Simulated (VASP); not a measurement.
# GaP2 (P-4m2) in VASP: a series of runs, part 2 of 2

VASP 6.6.1. The steps go on from the part before.

### 3 Single point, PBE

This run uses another cell than the first one, of 18.36 Å³/atom, 1.032 times its volume.

The input, INCAR:

```
SYSTEM = GaP2
ALGO = Normal
EDIFF = 1E-6
ENCUT = 520
GGA = PE
ISIF = 2
ISMEAR = 0
LASPH = .TRUE.
LCHARG = .TRUE.
LELF = .TRUE.
LREAL = .FALSE.
LVHAR = .TRUE.
LWAVE = .FALSE.
NBANDS = 18
NELM = 60
PREC = Accurate
SIGMA = 0.1
```

The input, KPOINTS:

```
k-points
0
G
  4 4 4
  0 0 0
```

The input, POSCAR:

```
GaP2
1.0
    3.7908526500      0.0000000000      0.0000000000
    0.0000000000      3.7908526500      0.0000000000
    0.0000000000      0.0000000000      3.8332032100
Ga P
1 2
Direct
    0.0000000000      0.0000000000      0.0000000000
    0.5000000000      0.0000000000      0.7413226400
    0.0000000000      0.5000000000      0.2586773600
```

Potentials or basis: VASP PAW PBE potentials, release 64 (Ga_d, P).

Launch:

```
> cat potpaw_PBE.64/Ga_d/POTCAR potpaw_PBE.64/P/POTCAR > POTCAR
> mpirun -np 1 vasp_std > vasp.out
```

OUTCAR:

```text
SYSTEM = GaP2
   EDIFF = 1E-6
   ENCUT = 520
   GGA = PE
   ISIF = 2
   ISMEAR = 0
   LASPH = .TRUE.
   LREAL = .FALSE.
   NELM = 60
   PREC = Accurate

 ion  position               nearest neighbor table
   1  0.000  0.000  0.000-   2 2.14   3 2.14   3 2.14   2 2.14
   2  0.500  0.000  0.741-   1 2.14   1 2.14
   3  0.000  0.500  0.259-   1 2.14   1 2.14

  LATTYP: Found a simple tetragonal cell.
 ALAT       =     3.7908526500
 C/A-ratio  =     1.0111717769

  Lattice vectors:

 A1 = (   3.7908526500,   0.0000000000,   0.0000000000)
 A2 = (   0.0000000000,   3.7908526500,   0.0000000000)
 A3 = (   0.0000000000,   0.0000000000,   3.8332032100)

Analysis of symmetry for initial positions (statically):
=====================================================================
 Subroutine PRICEL returns:
 Original cell was already a primitive cell.

 Routine SETGRP: Setting up the symmetry group for a
 simple tetragonal supercell.

 Subroutine GETGRP returns: Found  8 space group operations
 (whereof  8 operations were pure point group operations)
 out of a pool of 16 trial point group operations.

The static configuration has the point symmetry D_2d.

Analysis of symmetry for dynamics (positions and initial velocities):
=====================================================================
 Subroutine PRICEL returns:
 Original cell was already a primitive cell.

 Routine SETGRP: Setting up the symmetry group for a
 simple tetragonal supercell.

 Subroutine GETGRP returns: Found  8 space group operations
 (whereof  8 operations were pure point group operations)
 out of a pool of 16 trial point group operations.

The dynamic configuration has the point symmetry D_2d.

 Subroutine INISYM returns: Found  8 space group operations
 (whereof  8 operations are pure point group operations),
 and found     1 'primitive' translations

----------------------------------------------------------------------------------------

                                     Primitive cell

  volume of cell :      55.0853

  direct lattice vectors                    reciprocal lattice vectors
     3.790852650  0.000000000  0.000000000     0.263792896  0.000000000  0.000000000
     0.000000000  3.790852650  0.000000000     0.000000000  0.263792896  0.000000000
     0.000000000  0.000000000  3.833203210     0.000000000  0.000000000  0.260878421

  length of vectors
     3.790852650  3.790852650  3.833203210     0.263792896  0.263792896  0.260878421

  position of ions in fractional coordinates (direct lattice)
     0.000000000  0.000000000  0.000000000
     0.500000000  0.000000000  0.741322640
     0.000000000  0.500000000  0.258677360

  ion indices of the primitive-cell ions
   primitive index   ion index
                 1           1
                 2           2
                 3           3

----------------------------------------------------------------------------------------

 KPOINTS: k-points

Automatic generation of k-mesh.
 Grid dimensions read from file:
 generate k-points for:    4    4    4

 Generating k-lattice:

  Cartesian coordinates                     Fractional coordinates (reciprocal lattice)
     0.065948224  0.000000000  0.000000000     0.250000000  0.000000000  0.000000000
     0.000000000  0.065948224  0.000000000     0.000000000  0.250000000  0.000000000
     0.000000000  0.000000000  0.065219605     0.000000000  0.000000000  0.250000000

  Length of vectors
     0.065948224  0.065948224  0.065219605

  Shift w.r.t. Gamma in fractional coordinates (k-lattice)
     0.000000000  0.000000000  0.000000000

 Subroutine IBZKPT returns following result:
 ===========================================

 Found     18 irreducible k-points:

 Following reciprocal coordinates:
            Coordinates               Weight
  0.000000  0.000000  0.000000      1.000000
  0.250000  0.000000  0.000000      4.000000
  0.500000  0.000000  0.000000      2.000000
  0.250000  0.250000  0.000000      4.000000
  0.500000  0.250000  0.000000      4.000000
  0.500000  0.500000  0.000000      1.000000
[... 10 lines left out ...]
  0.500000  0.250000  0.500000      4.000000
  0.500000  0.500000  0.500000      1.000000
   k-points           NKPTS =     18   k-points in BZ     NKDIM =     18   number of bands    NBANDS=     18
   number of dos      NEDOS =    301   number of ions     NIONS =      3
   total plane-waves  NPLWV =  23520
   dimension x,y,z NGX =    28 NGY =   28 NGZ =   30
   dimension x,y,z NGXF=    56 NGYF=   56 NGZF=   60
   ions per type =               1   2
   NGX,Y,Z   is equivalent  to a cutoff of  12.28, 12.28, 13.01 a.u.
   NGXF,Y,Z  is equivalent  to a cutoff of  24.56, 24.56, 26.02 a.u.
 SYSTEM =  GaP2
   PREC   = accura    normal or accurate (medium, high low for compatibility)
   ISTART =      0    job   : 0-new  1-cont  2-samecut
   ICHARG =      2    charge: 1-file 2-atom 10-const
   ISPIN  =      1    spin polarized calculation?
   LNONCOLLINEAR =      F non collinear calculations
   LSORBIT =      F    spin-orbit coupling
   LASPH  =      T    aspherical Exc in radial PAW
   ENCUT  =  520.0 eV  38.22 Ry    6.18 a.u.   7.05  7.05  7.13*2*pi/ulx,y,z
   NELM   =     60;   NELMIN=  2; NELMDL= -5     # of ELM steps
   EDIFF  = 0.1E-05   stopping-criterion for ELM
   LREAL  =      F    real-space projection
   EDIFFG = 0.1E-04   stopping-criterion for IOM
   NSW    =      0    number of steps for IOM
   IBRION =     -1    ionic relax: 0-MD 1-quasi-New 2-CG
   NFREE  =      0    steps in history (QN), initial steepest desc. (CG)
   ISIF   =      2    stress and relaxation
   ISYM   =      2    0-nonsym 1-usesym 2-fastsym
   POTIM  = 0.5000    time-step for ionic-motion
   TEBEG  =    0.0;   TEEND  =   0.0 temperature during run
   PSTRESS=    0.0 pullay stress
   NELECT =      23.0000    total number of electrons
   NUPDOWN=      -1.0000    fix difference up-down
   EMIN   =  10.00;   EMAX   =-10.00  energy-range for DOS
   EFERMI =   0.00;   METHOD = LEGACY
   ISMEAR =     0;   SIGMA  =   0.10  broadening in eV -4-tet -1-fermi 0-gaus
   EFERMI_NEDOS =   21; number of points for ismear=-14 and -15
   IALGO  =     38    algorithm
   IMIX   =      4    mixing-type and parameters
     AMIX     =   0.40;   BMIX     =  1.00
     AMIX_MAG =   1.60;   BMIX_MAG =  1.00
  volume/ion in A,a.u.               =      18.36       123.91
  Fermi-wavevector in a.u.,A,eV,Ry     =   1.223598  2.312266 20.370547  1.497193
  Thomas-Fermi vector in A             =   2.358703
   LORBIT       =      0    0 simple, 1 ext, 2 COOP (PROOUT), +10 PAW based schemes
   GGA     = PE    functional components
   LHFCALC =     F    Hartree Fock is set to
   AEXX    =    0.0000 exact exchange contribution
   IVDW    =     0    specifies the selected vdW correction
   LEPSILON=     F    determine dielectric tensor
   LRPA    =     F    only Hartree local field effects (RPA)
 non-spin polarized calculation
 Gauss-broadening in eV      SIGMA  =   0.10
  energy-cutoff  :      520.00
  volume of cell :       55.09
 maximum number of plane-waves:      1496
   NGX = 15   NGY = 15   NGZ = 15

 number of electron      23.0000020 magnetization

 Free energy of the ion-electron system (eV)
  ---------------------------------------------------
  ext. energy  EPLUGINS =         0.00000000
  ---------------------------------------------------
  free energy    TOTEN  =       -10.59474619 eV

  energy without entropy =      -10.57674391  energy(sigma->0) =      -10.58574505

 E-fermi :   5.8338     XC(G=0): -10.3448

 val. band max:        5.7911040288   @ k =   0.2500   0.0000   0.5000
 cond. band min:       5.8612347878   @ k =   0.5000   0.0000   0.2500
 fundamental gap:      0.0701307590
 Fermi energy:         5.8337931912

 k-point     1 :       0.0000    0.0000    0.0000
  band No.  band energies     occupation
      1      -9.6402      2.00000
      2      -9.3720      2.00000
      3      -9.3670      2.00000
      4      -9.3670      2.00000
      5      -9.2167      2.00000
      6      -7.9150      2.00000
[... 10 lines left out ...]
     17      13.3965      0.00000
     18      13.5237      0.00000
[... 337 lines left out ...]
 k-point    18 :       0.5000    0.5000    0.5000
  band No.  band energies     occupation
      1      -9.4891      2.00000
      2      -9.4891      2.00000
      3      -9.4033      2.00000
      4      -9.2693      2.00000
      5      -9.2421      2.00000
      6      -3.8416      2.00000
[... 10 lines left out ...]
     17      15.5137      0.00000
     18      17.0943      0.00000

------------------------ aborting loop because EDIFF is reached ----------------------------------------

  FORCE on cell =-STRESS in cart. coord.  units (eV):
  Direction    XX          YY          ZZ          XY          YZ          ZX
  --------------------------------------------------------------------------------------
  -------------------------------------------------------------------------------------
  Total        7.1647012      7.1647012      6.6999050      0.0000000      0.0000000     -0.0000000
  in kB      208.3881489    208.3881489    194.8693688      0.0000000      0.0000000     -0.0000000
  external PRESSURE =     203.8818889 kB  Pullay stress =       0.0000000 kB

 VOLUME and BASIS-vectors are now :
 -----------------------------------------------------------------------------
  energy-cutoff  :      520.00
  volume of cell :       55.09
      direct lattice vectors                 reciprocal lattice vectors
     3.790852650  0.000000000  0.000000000     0.263792896  0.000000000  0.000000000
     0.000000000  3.790852650  0.000000000     0.000000000  0.263792896  0.000000000
     0.000000000  0.000000000  3.833203210     0.000000000  0.000000000  0.260878421

 POSITION                                       TOTAL-FORCE (eV/Angst)
 -----------------------------------------------------------------------------------
      0.00000      0.00000      0.00000         0.000000      0.000000      0.000000
      1.89543      0.00000      2.84164         0.000000      0.000000     -3.384516
      0.00000      1.89543      0.99156         0.000000     -0.000000      3.384516
 -----------------------------------------------------------------------------------
    total drift:                               -0.000000     -0.000000     -0.000000

  FREE ENERGIE OF THE ION-ELECTRON SYSTEM (eV)
  ---------------------------------------------------
  free  energy   TOTEN  =       -10.5947461932 eV

  energy  without entropy=      -10.5767439135  energy(sigma->0) =      -10.58574505
```

stdout:

```text
POSCAR found type information on POSCAR GaP
 POSCAR found :  2 types and       3 ions
 scaLAPACK will be used
 LDA part: xc-table for (Slater+PW92), standard interpolation
 POSCAR, INCAR and KPOINTS ok, starting setup
 FFT: planning ... GRIDC
 FFT: planning ... GRID_SOFT
 FFT: planning ... GRID
 WAVECAR not read
 entering main loop
```

Run time: 7 s. Hardware: 1 thread of Intel Xeon 6975P-C (Granite Rapids), shared host; peak memory 0.16 GiB.

What came out:

| Item | Value |
| --- | --- |
| Free energy | -10.5947 eV |
| Pressure | 20.4 GPa |
| Largest force | 3.385 eV/Å |

Forces in eV/Å, atoms in the order of the input:
```
Ga   0.000  0.000  0.000
P    0.000  0.000 -3.385
P    0.000  0.000  3.385
```

Stress tensor (GPa, compression positive):
```
20.84  0.00  0.00
 0.00 20.84  0.00
 0.00  0.00 19.49
```

Levels at points of the mesh, in eV from the Fermi level:
```
           k point  band 7  band 8  band 9  band 10  band 11  band 12  band 13  band 14  band 15  band 16
(0.00, 0.00, 0.00)   -8.08   -3.95   -3.95    -3.22     1.12     1.38     1.59     1.59     2.10     7.56
(0.50, 0.00, 0.00)  -10.87   -4.44   -2.93    -1.43    -1.10    -1.06    -0.20     2.60     5.53     8.23
(0.50, 0.50, 0.00)  -10.28   -9.03   -4.30    -1.39    -0.62    -0.62     1.74     4.27     4.50     4.50
(0.00, 0.00, 0.50)  -10.58   -2.88   -2.88    -2.02    -1.82    -0.38    -0.38     2.96     3.33     8.22
(0.50, 0.00, 0.50)  -10.10   -7.34   -5.15    -2.30     0.29     0.73     1.53     1.94     4.24     5.86
(0.50, 0.50, 0.50)   -9.68   -7.87   -4.85    -3.43    -3.43    -2.30    -2.19     9.32     9.46     9.68
```

Caveat: the k points lie up to 0.41 Å⁻¹ apart; forces of over 1 eV/Å act on the atoms, so gaps and moduli don't describe the material at rest.

### 4 Single point, PBE

This run uses another cell than the first one, of 17.97 Å³/atom, 1.010 times its volume.

The input, INCAR:

```
PREC = Accurate
ENCUT = 520
EDIFF = 1E-6
ISMEAR = 0
SIGMA = 0.1
LREAL = F
LASPH = T
NELM = 60
ALGO = Normal
ISIF = 2
LWAVE = F
LCHARG = T
GGA = PE
LELF = T
LVHAR = T
NBANDS = 18
```

The input, KPOINTS:

```
Automatic mesh
0
Gamma
  6 6 4
```

The input, POSCAR:

```
GaP2
1.0
    3.6337445547      0.0000000000      0.0000000000
    0.0000000000      3.6337445547      0.0000000000
    0.0000000000      0.0000000000      4.0835493709
Ga P
1 2
Direct
    0.0000000000      0.0000000000      0.0000000000
    0.5000000000      0.0000000000      0.5665103688
    0.0000000000      0.5000000000      0.4334896312
```

Potentials or basis: VASP PAW PBE potentials, release 64 (Ga_d, P).

Launch:

```
> cat potpaw_PBE.64/Ga_d/POTCAR potpaw_PBE.64/P/POTCAR > POTCAR
> mpirun -np 1 vasp_std > vasp.out
```

OUTCAR:

```text
PREC = Accurate
   ENCUT = 520
   EDIFF = 1E-6
   ISMEAR = 0
   LREAL = F
   LASPH = T
   NELM = 60
   ISIF = 2
   GGA = PE

 ion  position               nearest neighbor table
   1  0.000  0.000  0.000-   2 2.54   3 2.54   3 2.54   2 2.54
   2  0.500  0.000  0.567-   1 2.54   1 2.54   3 2.63   3 2.63   3 2.63   3 2.63
   3  0.000  0.500  0.433-   1 2.54   1 2.54   2 2.63   2 2.63   2 2.63   2 2.63

  LATTYP: Found a simple tetragonal cell.
 ALAT       =     3.6337445547
[... 699 lines left out ...]

  FORCE on cell =-STRESS in cart. coord.  units (eV):
  Direction    XX          YY          ZZ          XY          YZ          ZX
  --------------------------------------------------------------------------------------
  -------------------------------------------------------------------------------------
  Total        0.0589696      0.0589696     -0.0743711      0.0000000      0.0000000      0.0000000
  in kB        1.7522356      1.7522356     -2.2098763      0.0000000      0.0000000      0.0000000
  external PRESSURE =       0.4315316 kB  Pullay stress =       0.0000000 kB

 VOLUME and BASIS-vectors are now :
 -----------------------------------------------------------------------------
  energy-cutoff  :      520.00
  volume of cell :       53.92
      direct lattice vectors                 reciprocal lattice vectors
     3.633744555  0.000000000  0.000000000     0.275198211  0.000000000  0.000000000
     0.000000000  3.633744555  0.000000000     0.000000000  0.275198211  0.000000000
     0.000000000  0.000000000  4.083549371     0.000000000  0.000000000  0.244885003

 POSITION                                       TOTAL-FORCE (eV/Angst)
 -----------------------------------------------------------------------------------
      0.00000      0.00000      0.00000        -0.000000      0.000000      0.000000
      1.81687      0.00000      2.31337         0.000000     -0.000000      0.033476
      0.00000      1.81687      1.77018         0.000000      0.000000     -0.033476
 -----------------------------------------------------------------------------------
    total drift:                               -0.000000     -0.000000     -0.000000

  FREE ENERGIE OF THE ION-ELECTRON SYSTEM (eV)
  ---------------------------------------------------
  free  energy   TOTEN  =       -12.9164546876 eV

  energy  without entropy=      -12.9111891968  energy(sigma->0) =      -12.91382194
```

stdout:

```text
POSCAR found type information on POSCAR GaP
 POSCAR found :  2 types and       3 ions
 scaLAPACK will be used
 LDA part: xc-table for (Slater+PW92), standard interpolation
 POSCAR, INCAR and KPOINTS ok, starting setup
 FFT: planning ... GRIDC
 FFT: planning ... GRID_SOFT
 FFT: planning ... GRID
 WAVECAR not read
 entering main loop
```

It took 10 s on 1 thread of Intel Xeon 6975P-C (Granite Rapids), shared host; peak memory 0.16 GiB.

What came out:

| Quantity | Value |
| --- | --- |
| Free energy | -12.9165 eV |
| Pressure | 0.0 GPa |
| Largest force | 0.033 eV/Å |

Forces on the atoms (eV/Å):
```
Ga   0.000  0.000  0.000
P    0.000  0.000  0.033
P    0.000  0.000 -0.033
```

Stress tensor (GPa, compression positive):
```
 0.18  0.00  0.00
 0.00  0.18  0.00
 0.00  0.00 -0.22
```

Levels at points of the mesh, in eV from the Fermi level:
```
           k point  band 8  band 9  band 10  band 11  band 12  band 13  band 14  band 15  band 16  band 17
(0.00, 0.00, 0.00)   -4.27   -4.16    -4.16    -3.73     1.27     2.95     3.47     3.47     6.46     6.46
(0.50, 0.00, 0.00)   -3.63   -2.88    -2.42    -2.21    -1.06     0.65     0.90     1.14     6.09     7.50
(0.50, 0.50, 0.00)   -8.69   -6.23    -1.25    -1.25    -0.11     0.50     2.40     2.40     3.65     6.56
(0.00, 0.00, 0.50)   -5.05   -3.47    -3.47    -0.35     1.29     1.29     1.60     3.84     5.81     5.81
(0.50, 0.00, 0.50)   -7.58   -5.38    -1.40    -0.87    -0.31     0.88     2.70     3.38     6.24     7.64
(0.50, 0.50, 0.50)   -7.49   -5.93    -5.31    -4.22    -4.22     1.03     6.93     8.08     8.57     8.57
```

Caveat: the k points lie up to 0.38 Å⁻¹ apart.

### 5 The runs side by side

| cell | k mesh | gap on the mesh (eV) | pressure (GPa) | largest force (eV/Å) |
| --- | --- | --- | --- | --- |
| a = 3.621, b = 3.621, c = 4.073 Å, 3 atoms | 4 × 4 × 4 | none | 0.0 | 0.03 |
| a = 3.791, b = 3.791, c = 3.833 Å, 3 atoms | 4 × 4 × 4 | none | 20.4 | 3.38 |
| a = 3.634, b = 3.634, c = 4.084 Å, 3 atoms | 6 × 6 × 4 | none | 0.0 | 0.03 |

Alike in all rows: task single point; level PBE; potentials or basis VASP PAW PBE potentials, release 64 (Ga_d, P); no spin polarisation; cutoff (eV) 520; smearing gaussian 0.1 eV.

Caveats: all runs use coarse meshes; forces of over 1 eV/Å act on the atoms, so gaps and moduli don't describe the material at rest (some runs).

Absolute energies hang on the potentials; compare differences alone.
